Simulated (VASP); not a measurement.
Ba7LiTi8O23 (a cell with a defect), 39 atoms in the cell. The cell holds a defect, 39 atoms: a = 7.940 Å, b = 7.940 Å, c = 7.940 Å, α = 90.00°, β = 90.00°, γ = 90.00°. 

* Program: VASP 6.6.1
* Task: single point
* Functional: PBEsol
* Potentials or basis: VASP PAW PBE potentials, release 64 (Ba_sv, Li_sv, Ti_sv, O)
* Cutoff: 650 eV
* k mesh: 1 × 1 × 1, shifted
* Occupations: fermi-dirac, width 0.05 eV
* Spin: collinear spin
* Dipole correction: no
* Charge: -1
* Further INCAR settings: LREAL = Auto; ALGO = Normal; EDIFF = 1e-06; NBANDS = 182; ISYM = -1; NELECT = 308.0

Potentials or basis: VASP PAW PBE potentials, release 64 (Ba_sv, Li_sv, Ti_sv, O).

Command:

```bash
$ cat potpaw_PBE.64/Ba_sv/POTCAR potpaw_PBE.64/Li_sv/POTCAR potpaw_PBE.64/Ti_sv/POTCAR potpaw_PBE.64/O/POTCAR > POTCAR
$ mpirun -np 1 vasp_std > vasp.out
```

Hardware: 1 thread of Intel(R) Xeon(R) 6975P-C (Granite Rapids), on a shared host.

Question: Estimate the wall time of this run.

Answer: Wall time 9.3 min on 1 thread of Intel(R) Xeon(R) 6975P-C (Granite Rapids), with other jobs on the host, peak memory 1.1 GiB. Counts: scf iterations 24, k points 1.
